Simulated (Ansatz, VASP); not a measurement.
## GaC2 in VASP and in Ansatz

```
Ga C
1.0
     4.15287    0.00000    0.00000
     0.00000    4.99205    0.00000
     0.00000    0.00000    3.27111
Ga C
2 4
Cartesian
  0.0000 0.0000 0.0000
  2.0764 2.4960 1.6356
  0.4518 2.0327 0.0000
  3.7011 2.9593 0.0000
  2.5282 0.4633 1.6356
  1.6246 4.5287 1.6356
```

Alike in both runs: functional PBE; k mesh 10 × 8 × 12; occupations gaussian, width 0.1 eV; no spin polarisation.

Ansatz relaxed the structure, and its values are those at the end. VASP's run is a single point on that final structure, the one shown.

|  | VASP | Ansatz |
| --- | --- | --- |
| version | VASP 6.6.1 | Ansatz 0.2.0 |
| potentials or method | VASP PAW PBE potentials, release 64 (Ga_d, C), cutoff 520 eV | scalar-relativistic, plane waves, PAW |
| valence electrons in the cell | 42 | 42 |

|  | VASP | Ansatz | Ansatz less VASP |
| --- | --- | --- | --- |
| gap on the k mesh at the Fermi level (eV) | none | none | - |
| pressure (GPa) | 0.3 | 0.0 | -0.30 |
| rms of the force components (eV/Å) | 0.038 | 0.002 | -0.0356 |

A gap of «none» marks a metal or a gap that the smearing closes.
